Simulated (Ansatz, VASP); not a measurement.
One calculation of Bi3SbO3, two programs

```
CELL_PARAMETERS angstrom
4.33189 0.00000 0.00646
0.00000 3.72320 0.00000
-0.47018 0.00000 9.46859
ATOMIC_POSITIONS crystal
Sb 0.01384 0.00000 0.70560
Bi 0.55413 0.50000 0.00566
Bi 0.01125 0.00000 0.27079
Bi 0.61383 0.50000 0.52041
O 0.53006 0.00000 0.16321
O 0.00688 0.50000 0.12428
O 0.77002 0.00000 0.88314
```

Change from the starting cell: the structure that the rattled cell fell into.

Alike in both runs: functional PBE; k mesh 8 × 8 × 4; occupations gaussian, width 0.1 eV; no spin polarisation.

Ansatz relaxed the structure, and its values are those at the end. VASP's run is a single point on that final structure, the one shown.

|  | VASP | Ansatz |
| --- | --- | --- |
| version | VASP 6.6.1 | Ansatz 0.2.0 |
| potentials or method | VASP PAW PBE potentials, release 64 (Sb, Bi_d, O), cutoff 520 eV | scalar-relativistic, plane waves, PAW |
| valence electrons in the cell | 68 | 78 |

VASP gave:

```
gap on the k mesh at the Fermi level (eV) : none
pressure (GPa)                            : 0.0
rms of the force components (eV/Å)        : 0.018
```

**Question.** Which values does Ansatz return?

**Answer.** gap on the k mesh at the Fermi level (eV): none; pressure (GPa): 0.0; rms of the force components (eV/Å): 0.002.

A gap of «none» marks a metal or a gap that the smearing closes. VASP's potentials hold 68 valence electrons a cell and Ansatz's 78, so a difference there can come from the potentials and not from the codes.

Neither program's run includes spin-orbit coupling.
